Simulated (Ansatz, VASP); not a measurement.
## Sb in VASP and in Ansatz

POSCAR

```
Sb
1.0
    0.0000000000      2.3864604735      2.3864604735
    2.3864604735      0.0000000000      2.3864604735
    2.3864604735      2.3864604735      0.0000000000
Sb
1
Direct
    0.0000000000      0.0000000000      0.0000000000
```

INCAR.step1

```
SYSTEM = Sb
PREC = Accurate
ENCUT = 600
ISMEAR = -1
SIGMA = 0.1
LREAL = .False.
LASPH = .True.
NELM = 100
GGA = PE
ALGO = Normal
EDIFF = 1E-4
LWAVE = .True.
LCHARG = .False.
```

File INCAR.step2:

```
SYSTEM = Sb
PREC = Accurate
ENCUT = 600
EDIFF = 1E-6
ISMEAR = -1
SIGMA = 0.1
LREAL = .False.
LASPH = .True.
NELM = 100
ALGO = Normal
ISIF = 3
LWAVE = .False.
LCHARG = .False.
METAGGA = R2SCAN
LMIXTAU = .True.
IBRION = 2
NSW = 80
EDIFFG = -0.01
ISTART = 1
```

KPOINTS

```
Automatic mesh
0
Gamma
  11 11 11
  0 0 0
```

Input for Ansatz:

```yaml
crystal:
  lattice:
    - [0.0, 2.3864604735, 2.3864604735]
    - [2.3864604735, 0.0, 2.3864604735]
    - [2.3864604735, 2.3864604735, 0.0]
  atoms:
    - { symbol: Sb, position: [0.0, 0.0, 0.0] }
hamiltonian:
  xc: r2scan
  pseudopotentials:
    kind: paw
    azcp:
      Sb: "pseudopotentials/Sb.paw.azcp"
basis:
  ecutwfc: 500
  fft_grid_basis: typed
kpoints:
  mp_grid: { grid: [11, 11, 11], shift: [0, 0, 0] }
magnetization:
  spin_polarized: false
scf:
  occupations: { method: fermi_dirac, width: 0.1 }
relax:
  max_steps: 60
  f_tol: 0.01
  cell: {}
```

Alike in both runs: task relaxation of cell and atoms; functional r2SCAN; k mesh 11 × 11 × 11; occupations fermi-dirac, width 0.1 eV; no spin polarisation.

|  | VASP | Ansatz |
| --- | --- | --- |
| version | VASP 6.6.1 | Ansatz 0.2.0 |
| potentials or method | VASP PAW PBE potentials, release 64 (Sb), cutoff 600 eV | plane waves (500 eV) with PAW, scalar-relativistic |
| valence electrons in the cell | 5 | 15 |

```csv
,VASP,Ansatz,Ansatz less VASP
relaxed volume (Å³/atom),27.12,27.18,+0.065
relaxed cell length with the largest relative difference (Å),3.372,3.375,+0.0027
```

VASP's potentials were made for PBE, not for r2SCAN. VASP's potentials hold 5 valence electrons a cell and Ansatz's 15, so a difference there can come from the potentials and not from the codes.

Spin-orbit coupling is off throughout.
